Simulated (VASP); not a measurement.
Here is a VASP 6.6.1 calculation.

INCAR

```
ALGO     = Normal         # electronic algorithm
EDIFF    = 1E-6           # SCF threshold, eV
ENCUT    = 520            # plane-wave cutoff, eV
GGA      = PE             # functional
ISIF     = 2              # what is computed and relaxed
ISMEAR   = 0              # smearing method
LASPH    = T              # aspherical terms in the spheres
LCHARG   = F              # write CHGCAR
LREAL    = F              # projectors in reciprocal space
LWAVE    = F              # write WAVECAR
NBANDS   = 36             # bands
NELM     = 80             # most SCF steps
PREC     = Accurate       # precision mode
SIGMA    = 0.1            # smearing width, eV
```

File KPOINTS:

```
k-points
0
Gamma
  6 6 2
```

The input POSCAR:

```
Ga3SbN2
1.0
    5.7568147470      0.0000000000      0.0000000000
   -2.8784073735      4.9855478158      0.0000000000
    0.0000000000      0.0000000000      5.8031290330
Ga Sb N
3 1 2
Direct
    0.5000000000      0.0000000000      0.5000000000
    0.0000000000      0.5000000000      0.5000000000
    0.5000000000      0.5000000000      0.5000000000
    0.0000000000      0.0000000000      0.0000000000
    0.0000000000      0.0000000000      0.3992298439
    0.0000000000      0.0000000000      0.6007701561
```

Potentials or basis: VASP PAW PBE potentials, release 64 (Ga_d, Sb, N).

Run with:

```bash
$ cat potpaw_PBE.64/Ga_d/POTCAR potpaw_PBE.64/Sb/POTCAR potpaw_PBE.64/N/POTCAR > POTCAR
$ mpirun -np 1 vasp_std > vasp.out
```

(1) What does it give for the pressure?

(2) Estimate the largest force.

(3) Predict the band gap on the k mesh.

## Answers

(1) 0.2 GPa.

(2) 0.669 eV/Å.

(3) zero (bands 27 and 28 overlap by 1.89 eV).

Caveat: the k points lie up to 0.54 Å⁻¹ apart, too coarse for converged energies and pressures of a metal; the standard files for N, O and F lose accuracy on very short bonds; spin-orbit coupling is left out, which moves the levels of the heavy elements.
